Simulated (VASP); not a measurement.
# HfPb3 in VASP: notebook

Runs on HfPb3. Level: PBEsol. Tasks: single point.

All numbers are computed with VASP 6.6.1; they aren't measurements. Logs are shortened: lines on timing, memory, paths and dates and some standing lists are left out, and cuts for length are marked.

## Step 1: The cell of the first run

The structure is cubic, space group Pm-3m (No. 221). The conventional cell has a = 4.693 Å, b = 4.693 Å, c = 4.693 Å, α = 90.00°, β = 90.00°, γ = 90.00°. Hf (site symmetry m-3m) has 12 Pb at 3.32 Å within 4.4 Å. Within 4.4 Å of Pb (site symmetry 4/mmm) lie 4 Hf at 3.32 Å and 8 Pb at 3.32 Å.

## Step 2: Single point, PBEsol

INCAR

```
PREC     = Accurate       # precision mode
ENCUT    = 520            # plane-wave cutoff, eV
EDIFF    = 1E-7           # SCF threshold, eV
ISMEAR   = 0              # smearing method
SIGMA    = 0.05           # smearing width, eV
LREAL    = False          # projectors in reciprocal space
LASPH    = True           # aspherical terms in the spheres
NELM     = 80             # most SCF steps
ALGO     = Fast           # electronic algorithm
ISIF     = 2              # what is computed and relaxed
LWAVE    = False          # write WAVECAR
LCHARG   = False          # write CHGCAR
GGA      = PS             # functional
NBANDS   = 34             # bands
```

KPOINTS

```
Automatic mesh
0
Gamma
  8 8 8
```

POSCAR

```
HfPb3
1.0
    4.6934570190      0.0000000000      0.0000000000
    0.0000000000      4.6934570190      0.0000000000
    0.0000000000      0.0000000000      4.6934570190
Hf Pb
1 3
Direct
    0.0000000000      0.0000000000      0.0000000000
    0.0000000000      0.5000000000      0.5000000000
    0.5000000000      0.5000000000      0.0000000000
    0.5000000000      0.0000000000      0.5000000000
```

Potentials or basis: VASP PAW PBE potentials, release 64 (Hf_pv, Pb_d).

Command:

```
$ cat potpaw_PBE.64/Hf_pv/POTCAR potpaw_PBE.64/Pb_d/POTCAR > POTCAR
$ mpirun -np 1 vasp_std > vasp.out
```

OUTCAR:

```text
PREC = Accurate
   ENCUT = 520
   EDIFF = 1E-7
   ISMEAR = 0
   LREAL = False
   LASPH = True
   NELM = 80
   ISIF = 2
   GGA = PS

 ion  position               nearest neighbor table
   1  0.000  0.000  0.000-   2 3.32   3 3.32   4 3.32   2 3.32   4 3.32   2 3.32   3 3.32   2 3.32
                             3 3.32   4 3.32   4 3.32   3 3.32
   2  0.000  0.500  0.500-   1 3.32   3 3.32   4 3.32   1 3.32   3 3.32   1 3.32   4 3.32   1 3.32
                             3 3.32   4 3.32   3 3.32   4 3.32
   3  0.500  0.500  0.000-   1 3.32   2 3.32   4 3.32   2 3.32   4 3.32   1 3.32   4 3.32   4 3.32
                             1 3.32   2 3.32   2 3.32   1 3.32
   4  0.500  0.000  0.500-   1 3.32   2 3.32   3 3.32   1 3.32   3 3.32   2 3.32   3 3.32   3 3.32
                             1 3.32   2 3.32   1 3.32   2 3.32

  LATTYP: Found a simple cubic cell.
 ALAT       =     4.6934570190

  Lattice vectors:

 A1 = (   4.6934570190,   0.0000000000,   0.0000000000)
 A2 = (   0.0000000000,   4.6934570190,   0.0000000000)
 A3 = (   0.0000000000,   0.0000000000,   4.6934570190)

Analysis of symmetry for initial positions (statically):
=====================================================================
 Subroutine PRICEL returns:
 Original cell was already a primitive cell.

 Routine SETGRP: Setting up the symmetry group for a
 simple cubic supercell.

 Subroutine GETGRP returns: Found 48 space group operations
 (whereof 48 operations were pure point group operations)
 out of a pool of 48 trial point group operations.

The static configuration has the point symmetry O_h .

Analysis of symmetry for dynamics (positions and initial velocities):
=====================================================================
 Subroutine PRICEL returns:
 Original cell was already a primitive cell.

 Routine SETGRP: Setting up the symmetry group for a
 simple cubic supercell.

 Subroutine GETGRP returns: Found 48 space group operations
 (whereof 48 operations were pure point group operations)
 out of a pool of 48 trial point group operations.

The dynamic configuration has the point symmetry O_h .

 Subroutine INISYM returns: Found 48 space group operations
 (whereof 48 operations are pure point group operations),
 and found     1 'primitive' translations

----------------------------------------------------------------------------------------

                                     Primitive cell

  volume of cell :     103.3900

  direct lattice vectors                    reciprocal lattice vectors
     4.693457019  0.000000000  0.000000000     0.213062567  0.000000000  0.000000000
     0.000000000  4.693457019  0.000000000     0.000000000  0.213062567  0.000000000
     0.000000000  0.000000000  4.693457019     0.000000000  0.000000000  0.213062567

  length of vectors
     4.693457019  4.693457019  4.693457019     0.213062567  0.213062567  0.213062567

  position of ions in fractional coordinates (direct lattice)
     0.000000000  0.000000000  0.000000000
     0.000000000  0.500000000  0.500000000
     0.500000000  0.500000000  0.000000000
     0.500000000  0.000000000  0.500000000

  ion indices of the primitive-cell ions
   primitive index   ion index
                 1           1
                 2           2
                 3           3
                 4           4

----------------------------------------------------------------------------------------

 KPOINTS: Automatic mesh

Automatic generation of k-mesh.
 Grid dimensions read from file:
 generate k-points for:    8    8    8

 Generating k-lattice:

  Cartesian coordinates                     Fractional coordinates (reciprocal lattice)
     0.026632821  0.000000000  0.000000000     0.125000000  0.000000000  0.000000000
     0.000000000  0.026632821  0.000000000     0.000000000  0.125000000  0.000000000
     0.000000000  0.000000000  0.026632821     0.000000000  0.000000000  0.125000000

  Length of vectors
     0.026632821  0.026632821  0.026632821

  Shift w.r.t. Gamma in fractional coordinates (k-lattice)
     0.000000000  0.000000000  0.000000000

 Subroutine IBZKPT returns following result:
 ===========================================

 Found     35 irreducible k-points:

 Following reciprocal coordinates:
            Coordinates               Weight
  0.000000  0.000000  0.000000      1.000000
  0.125000  0.000000  0.000000      6.000000
  0.250000  0.000000  0.000000      6.000000
  0.375000  0.000000  0.000000      6.000000
  0.500000  0.000000  0.000000      3.000000
  0.125000  0.125000  0.000000     12.000000
[... 16 lines left out ...]
  0.375000  0.375000  0.125000     24.000000
  0.500000  0.375000  0.125000     24.000000
 [... further k-points ...]
   k-points           NKPTS =     35   k-points in BZ     NKDIM =     35   number of bands    NBANDS=     34
   number of dos      NEDOS =    301   number of ions     NIONS =      4
   total plane-waves  NPLWV =  46656
   dimension x,y,z NGX =    36 NGY =   36 NGZ =   36
   dimension x,y,z NGXF=    72 NGYF=   72 NGZF=   72
   ions per type =               1   3
   NGX,Y,Z   is equivalent  to a cutoff of  12.75, 12.75, 12.75 a.u.
   NGXF,Y,Z  is equivalent  to a cutoff of  25.50, 25.50, 25.50 a.u.
 SYSTEM =  unknown system
   PREC   = accura    normal or accurate (medium, high low for compatibility)
   ISTART =      0    job   : 0-new  1-cont  2-samecut
   ICHARG =      2    charge: 1-file 2-atom 10-const
   ISPIN  =      1    spin polarized calculation?
   LNONCOLLINEAR =      F non collinear calculations
   LSORBIT =      F    spin-orbit coupling
   LASPH  =      T    aspherical Exc in radial PAW
   ENCUT  =  520.0 eV  38.22 Ry    6.18 a.u.   8.73  8.73  8.73*2*pi/ulx,y,z
   NELM   =     80;   NELMIN=  2; NELMDL= -5     # of ELM steps
   EDIFF  = 0.1E-06   stopping-criterion for ELM
   LREAL  =      F    real-space projection
   EDIFFG = 0.1E-05   stopping-criterion for IOM
   NSW    =      0    number of steps for IOM
   IBRION =     -1    ionic relax: 0-MD 1-quasi-New 2-CG
   NFREE  =      0    steps in history (QN), initial steepest desc. (CG)
   ISIF   =      2    stress and relaxation
   ISYM   =      2    0-nonsym 1-usesym 2-fastsym
   POTIM  = 0.5000    time-step for ionic-motion
   TEBEG  =    0.0;   TEEND  =   0.0 temperature during run
   PSTRESS=    0.0 pullay stress
   NELECT =      52.0000    total number of electrons
   NUPDOWN=      -1.0000    fix difference up-down
   EMIN   =  10.00;   EMAX   =-10.00  energy-range for DOS
   EFERMI =   0.00;   METHOD = LEGACY
   ISMEAR =     0;   SIGMA  =   0.05  broadening in eV -4-tet -1-fermi 0-gaus
   EFERMI_NEDOS =   21; number of points for ismear=-14 and -15
   IALGO  =     68    algorithm
   IMIX   =      4    mixing-type and parameters
     AMIX     =   0.40;   BMIX     =  1.00
     AMIX_MAG =   1.60;   BMIX_MAG =  1.00
  volume/ion in A,a.u.               =      25.85       174.43
  Fermi-wavevector in a.u.,A,eV,Ry     =   1.301916  2.460265 23.061689  1.694986
  Thomas-Fermi vector in A             =   2.433019
   LORBIT       =      0    0 simple, 1 ext, 2 COOP (PROOUT), +10 PAW based schemes
   GGA     = PS    functional components
   LHFCALC =     F    Hartree Fock is set to
   AEXX    =    0.0000 exact exchange contribution
   IVDW    =     0    specifies the selected vdW correction
   LEPSILON=     F    determine dielectric tensor
   LRPA    =     F    only Hartree local field effects (RPA)
 non-spin polarized calculation
 RMM-DIIS sequential band-by-band and
 Gauss-broadening in eV      SIGMA  =   0.05
  energy-cutoff  :      520.00
  volume of cell :      103.39
 maximum number of plane-waves:      2809
 NGX is ok and might be reduce to    36
   NGX = 17   NGY = 17   NGZ = 17

 number of electron      51.9999980 magnetization

 Free energy of the ion-electron system (eV)
  ---------------------------------------------------
  ext. energy  EPLUGINS =         0.00000000
  ---------------------------------------------------
  free energy    TOTEN  =       -21.56103637 eV

  energy without entropy =      -21.55599951  energy(sigma->0) =      -21.55851794

 E-fermi :   7.9885     XC(G=0): -11.0384

 val. band max:        7.9545026912   @ k =   0.1250   0.0000   0.0000
 cond. band min:       7.9948093507   @ k =   0.3750   0.2500   0.1250
 fundamental gap:      0.0403066595
 Fermi energy:         7.9884666173

 k-point     1 :       0.0000    0.0000    0.0000
  band No.  band energies     occupation
      1     -24.0555      2.00000
      2     -24.0555      2.00000
      3     -24.0555      2.00000
      4      -9.3464      2.00000
      5      -9.3394      2.00000
      6      -9.3394      2.00000
[... 26 lines left out ...]
     33      10.1534      0.00000
     34      12.3545      0.00000

 k-point     2 :       0.1250    0.0000    0.0000
  band No.  band energies     occupation
      1     -24.0565      2.00000
      2     -24.0556      2.00000
      3     -24.0556      2.00000
      4      -9.3355      2.00000
      5      -9.3295      2.00000
      6      -9.3174      2.00000
[... 26 lines left out ...]
     33      11.0704      0.00000
     34      11.6959      0.00000

 k-point     3 :       0.2500    0.0000    0.0000
  band No.  band energies     occupation
      1     -24.0588      2.00000
      2     -24.0557      2.00000
      3     -24.0557      2.00000
      4      -9.3256      2.00000
      5      -9.2833      2.00000
      6      -9.2541      2.00000
[... 26 lines left out ...]
     33      10.7849      0.00000
     34      12.2550      0.00000

 k-point     4 :       0.3750    0.0000    0.0000
  band No.  band energies     occupation
      1     -24.0611      2.00000
      2     -24.0557      2.00000
      3     -24.0557      2.00000
      4      -9.3151      2.00000
      5      -9.2237      2.00000
      6      -9.1578      2.00000
[... 26 lines left out ...]
     33      12.0641      0.00000
     34      13.2681      0.00000

 k-point     5 :       0.5000    0.0000    0.0000
  band No.  band energies     occupation
      1     -24.0621      2.00000
      2     -24.0558      2.00000
      3     -24.0558      2.00000
      4      -9.3106      2.00000
      5      -9.1899      2.00000
      6      -9.0631      2.00000
[... 621 lines left out ...]
 k-point    22 :       0.5000    0.2500    0.1250
  band No.  band energies     occupation
      1     -24.0614      2.00000
      2     -24.0583      2.00000
      3     -24.0565      2.00000
      4      -9.2396      2.00000
      5      -9.1559      2.00000
      6      -9.1332      2.00000
[... 26 lines left out ...]
     33      11.8387      0.00000
     34      13.2080      0.00000

 k-point    23 :       0.3750    0.3750    0.1250
  band No.  band energies     occupation
      1     -24.0604      2.00000
      2     -24.0600      2.00000
      3     -24.0565      2.00000
      4      -9.2156      2.00000
      5      -9.1713      2.00000
      6      -9.1284      2.00000
[... 26 lines left out ...]
     33      12.5127      0.00000
     34      13.0660      0.00000

 k-point    24 :       0.5000    0.3750    0.1250
  band No.  band energies     occupation
      1     -24.0609      2.00000
      2     -24.0601      2.00000
      3     -24.0565      2.00000
      4      -9.1892      2.00000
      5      -9.1626      2.00000
      6      -9.1514      2.00000
[... 26 lines left out ...]
     33      12.9348      0.00000
     34      13.4165      0.00000

 [... further k-points ...]
[... 5 lines left out ...]
  --------------------------------------------------------------------------------------
  -------------------------------------------------------------------------------------
  Total        0.1646271      0.1646271      0.1646271      0.0000000     -0.0000000      0.0000000
  in kB        2.5511341      2.5511341      2.5511341      0.0000000     -0.0000000      0.0000000
  external PRESSURE =       2.5511341 kB  Pullay stress =       0.0000000 kB

 VOLUME and BASIS-vectors are now :
 -----------------------------------------------------------------------------
  energy-cutoff  :      520.00
  volume of cell :      103.39
      direct lattice vectors                 reciprocal lattice vectors
     4.693457019  0.000000000  0.000000000     0.213062567  0.000000000  0.000000000
     0.000000000  4.693457019  0.000000000     0.000000000  0.213062567  0.000000000
     0.000000000  0.000000000  4.693457019     0.000000000  0.000000000  0.213062567

 POSITION                                       TOTAL-FORCE (eV/Angst)
 -----------------------------------------------------------------------------------
      0.00000      0.00000      0.00000         0.000000      0.000000      0.000000
      0.00000      2.34673      2.34673         0.000000      0.000000      0.000000
      2.34673      2.34673      0.00000         0.000000      0.000000      0.000000
      2.34673      0.00000      2.34673         0.000000      0.000000      0.000000
 -----------------------------------------------------------------------------------
    total drift:                                0.000000      0.000000      0.000000

  FREE ENERGIE OF THE ION-ELECTRON SYSTEM (eV)
  ---------------------------------------------------
  free  energy   TOTEN  =       -21.5610363656 eV

  energy  without entropy=      -21.5559995087  energy(sigma->0) =      -21.55851794
```

It took 4.1 min on 1 thread of Oxide Virtual Turin-like, shared host; peak memory 0.24 GiB.

Results:

```
Free energy            : -21.5610 eV
Pressure               : 0.3 GPa
Band gap on the k mesh : zero (bands 26 and 27 overlap by 0.90 eV)
```

Levels at points of the mesh, in eV from the Fermi level:
| k point | band 24 | band 25 | band 26 | band 27 | band 28 | band 29 |
| --- | --- | --- | --- | --- | --- | --- |
| (0.00, 0.00, 0.00) | -3.28 | 0.18 | 0.58 | 0.58 | 0.58 | 0.82 |
| (0.50, 0.00, 0.00) | -2.17 | -1.64 | -0.28 | -0.28 | 0.58 | 0.85 |
| (0.50, 0.50, 0.00) | -1.76 | -1.17 | 0.16 | 0.16 | 0.35 | 0.37 |
| (0.50, 0.50, 0.50) | -4.04 | -4.04 | -1.03 | 1.23 | 1.23 | 1.82 |

Caveat: the PAW data sets were made with another functional, which shifts forces and pressure a little; spin-orbit coupling is left out, which moves the levels of the heavy elements.

## Step 3: Single point, PBEsol (26.55 Å³/atom)

This run uses another cell than the first one, of 26.55 Å³/atom.

INCAR

```
ALGO = Fast ; EDIFF = 1E-6
ENCUT = 520 ; GGA = PS
ISIF = 2 ; ISMEAR = 0
LASPH = T ; LCHARG = F
LREAL = F ; LWAVE = F
NBANDS = 34 ; NELM = 100
PREC = Accurate ; SIGMA = 0.05
```

KPOINTS

```
k-points
0
Gamma
  8 8 8
```

POSCAR

```
HfPb3
1.0
    4.7354189284      0.0000000000      0.0000000000
    0.0000000000      4.7354189284      0.0000000000
    0.0000000000      0.0000000000      4.7354189284
Hf Pb
1 3
Direct
    0.0000000000      0.0000000000      0.0000000000
    0.0000000000      0.5000000000      0.5000000000
    0.5000000000      0.5000000000      0.0000000000
    0.5000000000      0.0000000000      0.5000000000
```

Potentials or basis: VASP PAW PBE potentials, release 64 (Hf_pv, Pb_d).

Command:

```
$ cat potpaw_PBE.64/Hf_pv/POTCAR potpaw_PBE.64/Pb_d/POTCAR > POTCAR
$ mpirun -np 1 vasp_std > vasp.out
```

Wall time 3.6 min (1 thread of Oxide Virtual Turin-like, shared host); peak memory 0.24 GiB.

The run converged. Its results:

| Property | Result |
| --- | --- |
| Free energy | -21.5517 eV |
| Pressure | -1.4 GPa |
| Band gap on the k mesh | zero (bands 26 and 27 overlap by 0.89 eV) |

Levels at points of the mesh, in eV from the Fermi level:
| k point | band 24 | band 25 | band 26 | band 27 | band 28 | band 29 |
| --- | --- | --- | --- | --- | --- | --- |
| (0.00, 0.00, 0.00) | -3.17 | 0.11 | 0.58 | 0.58 | 0.58 | 0.78 |
| (0.50, 0.00, 0.00) | -2.08 | -1.68 | -0.26 | -0.26 | 0.58 | 0.86 |
| (0.50, 0.50, 0.00) | -1.69 | -1.15 | 0.13 | 0.13 | 0.37 | 0.37 |
| (0.50, 0.50, 0.50) | -3.92 | -3.92 | -1.07 | 1.21 | 1.21 | 1.75 |

Caveat: the PAW data sets were made with another functional, which shifts forces and pressure a little; spin-orbit coupling is left out, which moves the levels of the heavy elements.

(Part 1 of 3 ends here.)

The gap in the log of VASP goes by the Fermi energy; the results here count the filled bands.